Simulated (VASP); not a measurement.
Write the native input for VASP 6.6.1 that does the following.

```
Task                   : single point
Functional             : revPBE
Potentials or basis    : VASP PAW PBE potentials, release 64 (V_sv)
Cutoff                 : 520 eV
k mesh                 : 24 × 24 × 24
Occupations            : fermi-dirac, width 0.05 eV
Spin                   : collinear spin, ferromagnetic start
Starting moments       : [1.0] μB
Dipole correction      : no
Further INCAR settings : ALGO = Normal; EDIFF = 1e-06; NBANDS = 16
```

The structure of V lies in POSCAR:

```
V
1.0
   -1.5647112647      1.5647112647      1.5647112647
    1.5647112647     -1.5647112647      1.5647112647
    1.5647112647      1.5647112647     -1.5647112647
V
1
Direct
    0.0000000000      0.0000000000      0.0000000000
```

One way to write it, as run:

INCAR

```
ALGO = Normal
EDIFF = 1E-6
ENCUT = 520
GGA = RE
ISIF = 2
ISMEAR = -1
ISPIN = 2
LASPH = True
LCHARG = False
LMAXMIX = 4
LORBIT = 11
LREAL = False
LWAVE = False
MAGMOM = 1
NBANDS = 16
NELM = 150
PREC = Accurate
SIGMA = 0.05
```

KPOINTS

```
k-points
0
Gamma
  24 24 24
```

Potentials or basis: VASP PAW PBE potentials, release 64 (V_sv).

Command:

```console
$ cat potpaw_PBE.64/V_sv/POTCAR > POTCAR
$ mpirun -np 1 vasp_std > vasp.out
```

It gave:

```
Pressure                                              : -15.6 GPa
Net moment                                            : 0.00 μB per cell
Valence electrons inside the program's atomic spheres : V 11.45
```

Caveat: the cell stands under tension; the moments typed at the start vanished in this run; the PAW data sets were made with another functional, which shifts forces and pressure a little.

Wall time 2.6 min on 1 thread of Intel Xeon 8259CL (shared host), peak memory 0.25 GiB.
